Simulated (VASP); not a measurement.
Mg5ZrN2, 8 atoms in the cell. Symmetry: P-3m1, No. 164, trigonal system. Conventional cell: a = 3.214 Å, b = 3.214 Å, c = 15.476 Å, α = 90.00°, β = 90.00°, γ = 120.00°. Mg (site symmetry 3m) has 3 N at 2.21 Å within 2.9 Å. Mg (site symmetry 3m) has 12 Mg at 3.17 to 3.24 Å and 1 N at 3.86 Å within 4.2 Å. Within 4.2 Å of Mg (site symmetry -3m) lie 12 Mg at 3.17 to 3.21 Å. Zr (site symmetry -3m) has 6 N at 2.27 Å within 3.0 Å. Within 2.9 Å of N (site symmetry 3m) lie 3 Mg at 2.21 Å and 3 Zr at 2.27 Å. 

- Program: VASP 6.6.1
- Task: single point
- Functional: PBE
- Potentials or basis: VASP PAW PBE potentials, release 64 (Mg, Zr_sv, N)
- Cutoff: 600 eV
- k mesh: 6 × 6 × 2
- Occupations: gaussian, width 0.2 eV
- Spin: no spin polarisation
- Dipole correction: no
- Further INCAR settings: ALGO = Normal; EDIFF = 1e-06; NBANDS = 26

Potentials or basis: VASP PAW PBE potentials, release 64 (Mg, Zr_sv, N).

Launch:

```bash
$ cat potpaw_PBE.64/Mg/POTCAR potpaw_PBE.64/Zr_sv/POTCAR potpaw_PBE.64/N/POTCAR > POTCAR
$ mpirun -np 1 vasp_std > vasp.out
```

Hardware: 1 thread of Intel(R) Xeon(R) Platinum 8488C (Sapphire Rapids), with other jobs on the host.

How long does it take, and how much memory?

It took 96 s on 1 thread of Intel(R) Xeon(R) Platinum 8488C (Sapphire Rapids) (shared host), peak memory 0.33 GiB. Counts: scf iterations 16, k points 14.
